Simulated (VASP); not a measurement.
# AlCu (Cmmm) in VASP: a series of runs

The runs below take AlCu through single point, with PBEsol.

Program: VASP 6.6.1. These are calculated values, not measurements. Logs are shortened: lines on timing, memory, paths and dates and some standing lists are left out, and cuts for length are marked.

### 1 The cell of the first run

Symmetry: Cmmm, No. 65, orthorhombic system. The conventional cell has a = 4.160 Å, b = 4.319 Å, c = 2.998 Å, α = 90.00°, β = 90.00°, γ = 90.00°. Within 3.4 Å of Al (site symmetry mmm) lie 8 Cu at 2.56 to 2.63 Å and 6 Al at 3.00 Å. Within 3.4 Å of Cu (site symmetry mmm) lie 8 Al at 2.56 to 2.63 Å and 6 Cu at 3.00 Å.

### 2 Single point, PBEsol (strain +0.0375 x Voigt [0, 0, 0, 0, 0, 1])

The input, INCAR:

```
ALGO = Fast
EDIFF = 1E-6
ENCUT = 520
GGA = PS
ISIF = 2
ISMEAR = 0
LASPH = T
LCHARG = F
LREAL = F
LWAVE = F
NBANDS = 14
NELM = 60
PREC = Accurate
SIGMA = 0.15
```

The input, KPOINTS:

```
k-points
0
Gamma
  16 16 16
```

The input, POSCAR:

```
AlCu
1.0
    2.9975090000      0.0562032938      0.0000000000
    0.0562032938      2.9975090000      0.0000000000
    0.0000000000      0.0000000000      2.9975090000
Al Cu
1 1
Direct
    0.0000000000      0.0000000000      0.0000000000
    0.5000000000      0.5000000000      0.5000000000
```

Potentials or basis: VASP PAW PBE potentials, release 64 (Al, Cu).

Started as:

```sh
> cat potpaw_PBE.64/Al/POTCAR potpaw_PBE.64/Cu/POTCAR > POTCAR
> mpirun -np 1 vasp_std > vasp.out
```

OUTCAR:

```text
EDIFF = 1E-6
   ENCUT = 520
   GGA = PS
   ISIF = 2
   ISMEAR = 0
   LASPH = T
   LREAL = F
   NELM = 60
   PREC = Accurate

 ion  position               nearest neighbor table
   1  0.000  0.000  0.000-   2 2.56   2 2.56   2 2.56   2 2.56   2 2.63   2 2.63   2 2.63   2 2.63

   2  0.500  0.500  0.500-   1 2.56   1 2.56   1 2.56   1 2.56   1 2.63   1 2.63   1 2.63   1 2.63

  LATTYP: Found a base centered orthorhombic cell.
 ALAT       =     4.1596344208
 B/A-ratio  =     1.0382165605
 C/A-ratio  =     0.7206183757

  Lattice vectors:

 A1 = (  -0.0562032938,  -2.9975090000,   0.0000000000)
 A2 = (   2.9975090000,   0.0562032938,   0.0000000000)
 A3 = (   0.0000000000,   0.0000000000,   2.9975090000)

Analysis of symmetry for initial positions (statically):
=====================================================================
 Subroutine PRICEL returns:
 Original cell was already a primitive cell.

 Routine SETGRP: Setting up the symmetry group for a
 base centered orthorhombic supercell.

 Subroutine GETGRP returns: Found  8 space group operations
 (whereof  8 operations were pure point group operations)
 out of a pool of  8 trial point group operations.

The static configuration has the point symmetry D_2h.

Analysis of symmetry for dynamics (positions and initial velocities):
=====================================================================
 Subroutine PRICEL returns:
 Original cell was already a primitive cell.

 Routine SETGRP: Setting up the symmetry group for a
 base centered orthorhombic supercell.

 Subroutine GETGRP returns: Found  8 space group operations
 (whereof  8 operations were pure point group operations)
 out of a pool of  8 trial point group operations.

The dynamic configuration has the point symmetry D_2h.

 Subroutine INISYM returns: Found  8 space group operations
 (whereof  8 operations are pure point group operations),
 and found     1 'primitive' translations

----------------------------------------------------------------------------------------

                                     Primitive cell

  volume of cell :      26.9233

  direct lattice vectors                    reciprocal lattice vectors
     2.997509000  0.056203294  0.000000000     0.333727667 -0.006257394  0.000000000
     0.056203294  2.997509000  0.000000000    -0.006257394  0.333727667  0.000000000
     0.000000000  0.000000000  2.997509000     0.000000000  0.000000000  0.333610341

  length of vectors
     2.998035860  2.998035860  2.997509000     0.333786325  0.333786325  0.333610341

  position of ions in fractional coordinates (direct lattice)
     0.000000000  0.000000000  0.000000000
     0.500000000  0.500000000  0.500000000

  ion indices of the primitive-cell ions
   primitive index   ion index
                 1           1
                 2           2

----------------------------------------------------------------------------------------

 KPOINTS: k-points

Automatic generation of k-mesh.
 Grid dimensions read from file:
 generate k-points for:   16   16   16

 Generating k-lattice:

  Cartesian coordinates                     Fractional coordinates (reciprocal lattice)
     0.020857979 -0.000391087  0.000000000     0.062500000  0.000000000  0.000000000
    -0.000391087  0.020857979  0.000000000     0.000000000  0.062500000  0.000000000
     0.000000000  0.000000000  0.020850646     0.000000000  0.000000000  0.062500000

  Length of vectors
     0.020861645  0.020861645  0.020850646

  Shift w.r.t. Gamma in fractional coordinates (k-lattice)
     0.000000000  0.000000000  0.000000000

 Subroutine IBZKPT returns following result:
 ===========================================

 Found    657 irreducible k-points:

 Following reciprocal coordinates:
            Coordinates               Weight
  0.000000  0.000000  0.000000      1.000000
  0.062500 -0.000000  0.000000      4.000000
  0.125000 -0.000000  0.000000      4.000000
  0.187500 -0.000000  0.000000      4.000000
  0.250000 -0.000000  0.000000      4.000000
  0.312500 -0.000000  0.000000      4.000000
[... 16 lines left out ...]
 -0.125000  0.062500  0.000000      4.000000
 -0.062500  0.062500  0.000000      2.000000
 [... further k-points ...]
   k-points           NKPTS =    657   k-points in BZ     NKDIM =    657   number of bands    NBANDS=     14
   number of dos      NEDOS =    301   number of ions     NIONS =      2
   total plane-waves  NPLWV =  13824
   dimension x,y,z NGX =    24 NGY =   24 NGZ =   24
   dimension x,y,z NGXF=    48 NGYF=   48 NGZF=   48
   ions per type =               1   1
   NGX,Y,Z   is equivalent  to a cutoff of  13.31, 13.31, 13.31 a.u.
   NGXF,Y,Z  is equivalent  to a cutoff of  26.62, 26.62, 26.62 a.u.
 SYSTEM =  unknown system
   PREC   = accura    normal or accurate (medium, high low for compatibility)
   ISTART =      0    job   : 0-new  1-cont  2-samecut
   ICHARG =      2    charge: 1-file 2-atom 10-const
   ISPIN  =      1    spin polarized calculation?
   LNONCOLLINEAR =      F non collinear calculations
   LSORBIT =      F    spin-orbit coupling
   LASPH  =      T    aspherical Exc in radial PAW
   ENCUT  =  520.0 eV  38.22 Ry    6.18 a.u.   5.57  5.57  5.57*2*pi/ulx,y,z
   NELM   =     60;   NELMIN=  2; NELMDL= -5     # of ELM steps
   EDIFF  = 0.1E-05   stopping-criterion for ELM
   LREAL  =      F    real-space projection
   EDIFFG = 0.1E-04   stopping-criterion for IOM
   NSW    =      0    number of steps for IOM
   IBRION =     -1    ionic relax: 0-MD 1-quasi-New 2-CG
   NFREE  =      0    steps in history (QN), initial steepest desc. (CG)
   ISIF   =      2    stress and relaxation
   ISYM   =      2    0-nonsym 1-usesym 2-fastsym
   POTIM  = 0.5000    time-step for ionic-motion
   TEBEG  =    0.0;   TEEND  =   0.0 temperature during run
   PSTRESS=    0.0 pullay stress
   NELECT =      14.0000    total number of electrons
   NUPDOWN=      -1.0000    fix difference up-down
   EMIN   =  10.00;   EMAX   =-10.00  energy-range for DOS
   EFERMI =   0.00;   METHOD = LEGACY
   ISMEAR =     0;   SIGMA  =   0.15  broadening in eV -4-tet -1-fermi 0-gaus
   EFERMI_NEDOS =   21; number of points for ismear=-14 and -15
   IALGO  =     68    algorithm
   IMIX   =      4    mixing-type and parameters
     AMIX     =   0.40;   BMIX     =  1.00
     AMIX_MAG =   1.60;   BMIX_MAG =  1.00
  volume/ion in A,a.u.               =      13.46        90.84
  Fermi-wavevector in a.u.,A,eV,Ry     =   1.316461  2.487750 23.579834  1.733069
  Thomas-Fermi vector in A             =   2.446571
   LORBIT       =      0    0 simple, 1 ext, 2 COOP (PROOUT), +10 PAW based schemes
   GGA     = PS    functional components
   LHFCALC =     F    Hartree Fock is set to
   AEXX    =    0.0000 exact exchange contribution
   IVDW    =     0    specifies the selected vdW correction
   LEPSILON=     F    determine dielectric tensor
   LRPA    =     F    only Hartree local field effects (RPA)
 non-spin polarized calculation
 RMM-DIIS sequential band-by-band and
 Gauss-broadening in eV      SIGMA  =   0.15
  energy-cutoff  :      520.00
  volume of cell :       26.92
 maximum number of plane-waves:       744
   NGX = 11   NGY = 11   NGZ = 11

 number of electron      14.0000015 magnetization

 Free energy of the ion-electron system (eV)
  ---------------------------------------------------
  ext. energy  EPLUGINS =         0.00000000
  ---------------------------------------------------
  free energy    TOTEN  =        -8.69960630 eV

  energy without entropy =       -8.69308711  energy(sigma->0) =       -8.69634670

 E-fermi :   8.9511     XC(G=0): -11.6101

 val. band max:        8.9493044160   @ k =   0.5000   0.5000   0.0000
 cond. band min:       8.9518659160   @ k =   0.4375   0.2500   0.4375
 fundamental gap:      0.0025614999
 Fermi energy:         8.9511123182

 k-point     1 :       0.0000    0.0000    0.0000
  band No.  band energies     occupation
      1      -2.5145      2.00000
      2       4.0783      2.00000
      3       4.0850      2.00000
      4       5.0498      2.00000
      5       5.0887      2.00000
      6       5.1266      2.00000
      7      12.6625      0.00000
      8      12.7909      0.00000
      9      12.9554      0.00000
     10      15.2854      0.00000
     11      15.2953      0.00000
     12      18.9677      0.00000
     13      27.1755      0.00000
     14      27.3759      0.00000

 k-point     2 :       0.0625   -0.0000    0.0000
  band No.  band energies     occupation
      1      -2.4484      2.00000
      2       4.0849      2.00000
      3       4.0915      2.00000
      4       5.0404      2.00000
      5       5.0706      2.00000
      6       5.1197      2.00000
      7      11.9727      0.00000
      8      12.8708      0.00000
      9      12.9043      0.00000
     10      15.3121      0.00000
     11      15.9871      0.00000
     12      19.2517      0.00000
     13      26.1652      0.00000
     14      26.4502      0.00000

 k-point     3 :       0.1250   -0.0000    0.0000
  band No.  band energies     occupation
      1      -2.2505      2.00000
      2       4.0890      2.00000
      3       4.1181      2.00000
      4       5.0028      2.00000
      5       5.0198      2.00000
      6       5.1115      2.00000
      7      10.5675      0.00000
      8      13.1073      0.00000
      9      13.1217      0.00000
     10      15.3846      0.00000
     11      16.9375      0.00000
     12      20.1995      0.00000
     13      24.6883      0.00000
     14      24.9740      0.00000

 k-point     4 :       0.1875   -0.0000    0.0000
  band No.  band energies     occupation
      1      -1.9227      2.00000
      2       4.0670      2.00000
      3       4.1602      2.00000
      4       4.9356      2.00000
      5       4.9465      2.00000
      6       5.1128      2.00000
      7       9.1404      0.07430
      8      13.4909      0.00000
      9      13.4924      0.00000
     10      15.5035      0.00000
     11      17.6061      0.00000
     12      21.7612      0.00000
     13      23.2425      0.00000
     14      23.4825      0.00000

 k-point     5 :       0.2500   -0.0000    0.0000
  band No.  band energies     occupation
      1      -1.4682      2.00000
      2       3.9667      2.00000
      3       4.2105      2.00000
      4       4.8545      2.00000
      5       4.8636      2.00000
      6       5.1196      2.00000
      7       7.8547      2.00000
      8      13.9928      0.00000
      9      14.0094      0.00000
     10      15.6643      0.00000
     11      18.1485      0.00000
[... 276 lines left out ...]
 k-point    22 :      -0.1875    0.0625    0.0000
  band No.  band energies     occupation
      1      -1.8423      2.00000
      2       4.0741      2.00000
      3       4.1640      2.00000
      4       4.9276      2.00000
      5       4.9316      2.00000
      6       5.1005      2.00000
      7       9.1569      0.05239
      8      12.4834      0.00000
      9      13.5877      0.00000
     10      16.0538      0.00000
     11      18.1901      0.00000
     12      21.9139      0.00000
     13      23.2109      0.00000
     14      23.4642      0.00000

 k-point    23 :      -0.1250    0.0625    0.0000
  band No.  band energies     occupation
      1      -2.1745      2.00000
      2       4.0953      2.00000
      3       4.1222      2.00000
      4       4.9949      2.00000
      5       5.0030      2.00000
      6       5.1026      2.00000
      7      10.5854      0.00000
      8      12.1875      0.00000
      9      13.1993      0.00000
     10      15.8733      0.00000
     11      17.4435      0.00000
     12      20.4092      0.00000
     13      24.6980      0.00000
     14      24.9422      0.00000

 k-point    24 :      -0.0625    0.0625    0.0000
  band No.  band energies     occupation
      1      -2.3772      2.00000
      2       4.0922      2.00000
      3       4.0952      2.00000
      4       5.0291      2.00000
      5       5.0541      2.00000
      6       5.1141      2.00000
      7      11.9991      0.00000
      8      12.0313      0.00000
      9      12.9572      0.00000
     10      15.6735      0.00000
     11      16.4713      0.00000
     12      19.5291      0.00000
     13      26.0758      0.00000
     14      26.3044      0.00000

 [... further k-points ...]
[... 5 lines left out ...]
  --------------------------------------------------------------------------------------
  -------------------------------------------------------------------------------------
  Total       -0.6961672     -0.6961672     -0.7682938     -0.2240064      0.0000000      0.0000000
  in kB      -41.4281300    -41.4281300    -45.7203091    -13.3303701      0.0000000      0.0000000
  external PRESSURE =     -42.8588564 kB  Pullay stress =       0.0000000 kB

 VOLUME and BASIS-vectors are now :
 -----------------------------------------------------------------------------
  energy-cutoff  :      520.00
  volume of cell :       26.92
      direct lattice vectors                 reciprocal lattice vectors
     2.997509000  0.056203294  0.000000000     0.333727667 -0.006257394  0.000000000
     0.056203294  2.997509000  0.000000000    -0.006257394  0.333727667  0.000000000
     0.000000000  0.000000000  2.997509000     0.000000000  0.000000000  0.333610341

 POSITION                                       TOTAL-FORCE (eV/Angst)
 -----------------------------------------------------------------------------------
      0.00000      0.00000      0.00000        -0.000000      0.000000      0.000000
      1.52686      1.52686      1.49875         0.000000     -0.000000      0.000000
 -----------------------------------------------------------------------------------
    total drift:                                0.000000      0.000000     -0.000000

  FREE ENERGIE OF THE ION-ELECTRON SYSTEM (eV)
  ---------------------------------------------------
  free  energy   TOTEN  =        -8.6996062980 eV

  energy  without entropy=       -8.6930871093  energy(sigma->0) =       -8.69634670
```

Wall time 86 s (1 thread of Intel Xeon 6975P-C (Granite Rapids), shared host); peak memory 0.35 GiB.

What came out:

- Free energy: -8.6996 eV
- Pressure: -4.3 GPa
- Band gap on the k mesh: zero (band 7 reaches 12.66 eV, above the bottom of band 8 at 8.02 eV)

Caveat: the cell differs from its parent crystal (strain +0.0375 x Voigt [0, 0, 0, 0, 0, 1]); the PAW data sets were made with another functional, which shifts forces and pressure a little.

### 3 Single point, PBEsol (strain +0.0225 x Voigt [0, 0, 0, 0, 0, 1])

The input, INCAR:

```
SYSTEM = AlCu
PREC = Accurate ; ENCUT = 520
EDIFF = 1E-6 ; ISMEAR = 0
SIGMA = 0.15 ; LREAL = .FALSE.
LASPH = .TRUE. ; NELM = 80
ALGO = Fast ; ISIF = 2
LWAVE = .FALSE. ; LCHARG = .TRUE.
GGA = PS ; LELF = .TRUE.
LVHAR = .TRUE. ; NBANDS = 14
```

The input, KPOINTS:

```
regular mesh
0
G
  16 16 16
  0 0 0
```

The input, POSCAR:

```
AlCu
1.0
    2.9975090000      0.0337219762      0.0000000000
    0.0337219762      2.9975090000      0.0000000000
    0.0000000000      0.0000000000      2.9975090000
Al Cu
1 1
Direct
    0.0000000000      0.0000000000      0.0000000000
    0.5000000000      0.5000000000      0.5000000000
```

Potentials or basis: VASP PAW PBE potentials, release 64 (Al, Cu).

Started as:

```sh
> cat potpaw_PBE.64/Al/POTCAR potpaw_PBE.64/Cu/POTCAR > POTCAR
> mpirun -np 1 vasp_std > vasp.out
```

OUTCAR:

```text
SYSTEM = AlCu
   PREC = Accurate
   ENCUT = 520
   EDIFF = 1E-6
   ISMEAR = 0
   LREAL = .FALSE.
   LASPH = .TRUE.
   NELM = 80
   ISIF = 2
   GGA = PS

 ion  position               nearest neighbor table
   1  0.000  0.000  0.000-   2 2.58   2 2.58   2 2.58   2 2.58   2 2.62   2 2.62   2 2.62   2 2.62

   2  0.500  0.500  0.500-   1 2.58   1 2.58   1 2.58   1 2.58   1 2.62   1 2.62   1 2.62   1 2.62

  LATTYP: Found a base centered orthorhombic cell.
 ALAT       =     4.1914278050
 B/A-ratio  =     1.0227560050
 C/A-ratio  =     0.7151522439

  Lattice vectors:

[... 589 lines left out ...]
     11      16.4225      0.00000
     12      19.5059      0.00000
     13      25.8946      0.00000
     14      26.3976      0.00000

 [... further k-points ...]
[... 5 lines left out ...]
  --------------------------------------------------------------------------------------
  -------------------------------------------------------------------------------------
  Total       -0.7318789     -0.7318789     -0.7528213     -0.1179523      0.0000000      0.0000000
  in kB      -43.5434949    -43.5434949    -44.7894745     -7.0176304      0.0000000      0.0000000
  external PRESSURE =     -43.9588215 kB  Pullay stress =       0.0000000 kB

 VOLUME and BASIS-vectors are now :
 -----------------------------------------------------------------------------
  energy-cutoff  :      520.00
  volume of cell :       26.93
      direct lattice vectors                 reciprocal lattice vectors
     2.997509000  0.033721976  0.000000000     0.333652569 -0.003753591  0.000000000
     0.033721976  2.997509000  0.000000000    -0.003753591  0.333652569  0.000000000
     0.000000000  0.000000000  2.997509000     0.000000000  0.000000000  0.333610341

 POSITION                                       TOTAL-FORCE (eV/Angst)
 -----------------------------------------------------------------------------------
      0.00000      0.00000      0.00000         0.000000      0.000000      0.000000
      1.51562      1.51562      1.49875        -0.000000      0.000000      0.000000
 -----------------------------------------------------------------------------------
    total drift:                                0.000000      0.000000     -0.000000

  FREE ENERGIE OF THE ION-ELECTRON SYSTEM (eV)
  ---------------------------------------------------
  free  energy   TOTEN  =        -8.7019709688 eV

  energy  without entropy=       -8.6953702037  energy(sigma->0) =       -8.69867059
```

OSZICAR:

```text
N       E                     dE             d eps       ncg     rms          rms(c)
DAV:   1     0.519292034734E+02    0.51929E+02   -0.59840E+03 18954   0.125E+03
DAV:   2    -0.862450569715E+01   -0.60554E+02   -0.54418E+02 19422   0.207E+02
DAV:   3    -0.107288495466E+02   -0.21043E+01   -0.20508E+01 24022   0.436E+01
DAV:   4    -0.107662438285E+02   -0.37394E-01   -0.37377E-01 22142   0.480E+00
DAV:   5    -0.107675845739E+02   -0.13407E-02   -0.13407E-02 27514   0.976E-01    0.128E+01
RMM:   6    -0.115028061779E+02   -0.73522E+00   -0.22367E+01 22888   0.809E+01    0.108E+01
RMM:   7    -0.872502826145E+01    0.27778E+01   -0.56982E+00 21616   0.417E+01    0.899E-01
RMM:   8    -0.870522820136E+01    0.19800E-01   -0.28013E-01 20902   0.970E+00    0.577E-01
RMM:   9    -0.870183984008E+01    0.33884E-02   -0.17493E-02 23205   0.105E+00    0.159E-01
RMM:  10    -0.870185785437E+01   -0.18014E-04   -0.30846E-03 24572   0.721E-01    0.717E-02
RMM:  11    -0.870197663613E+01   -0.11878E-03   -0.10841E-03 26351   0.335E-01    0.500E-02
RMM:  12    -0.870196564665E+01    0.10989E-04   -0.42142E-04 24785   0.293E-01    0.312E-02
RMM:  13    -0.870197133791E+01   -0.56913E-05   -0.16274E-04 28479   0.104E-01    0.139E-02
RMM:  14    -0.870197477547E+01   -0.34376E-05   -0.22552E-05 24113   0.345E-02    0.255E-02
RMM:  15    -0.870197108205E+01    0.36934E-05   -0.57008E-06 21904   0.345E-02    0.123E-02
RMM:  16    -0.870197096883E+01    0.11323E-06   -0.16663E-06 15966   0.101E-02
   1 F= -.87019710E+01 E0= -.86986706E+01  d E =-.660077E-02
```

Wall time 96 s (1 thread of Intel Xeon 6975P-C (Granite Rapids), shared host); peak memory 0.35 GiB.

Results:

- Free energy: -8.7020 eV
- Pressure: -4.4 GPa
- Band gap on the k mesh: zero (band 7 reaches 12.71 eV, above the bottom of band 8 at 8.08 eV)

Stress tensor (GPa, compression positive):
```
-4.35 -0.70  0.00
-0.70 -4.35  0.00
 0.00  0.00 -4.48
```

Levels at points of the mesh, in eV from the Fermi level:
| k point | band 5 | band 6 | band 7 | band 8 | band 9 | band 10 |
| --- | --- | --- | --- | --- | --- | --- |
| (0.00, 0.00, 0.00) | -3.87 | -3.85 | 3.75 | 3.83 | 3.93 | 6.32 |
| (0.50, 0.00, 0.00) | -4.30 | -3.81 | -3.13 | 7.16 | 8.05 | 8.10 |
| (0.50, 0.50, 0.00) | -3.84 | -3.56 | -3.49 | -0.88 | -0.08 | 10.10 |
| (0.00, 0.00, 0.50) | -4.27 | -3.82 | -3.13 | 7.22 | 7.97 | 8.16 |
| (0.50, 0.00, 0.50) | -3.70 | -3.70 | -3.49 | -0.84 | -0.13 | 10.07 |
| (0.50, 0.50, 0.50) | -3.47 | 0.62 | 0.71 | 0.89 | 1.87 | 2.07 |

Caveat: the cell differs from its parent crystal (strain +0.0225 x Voigt [0, 0, 0, 0, 0, 1]); the PAW data sets were made with another functional, which shifts forces and pressure a little.
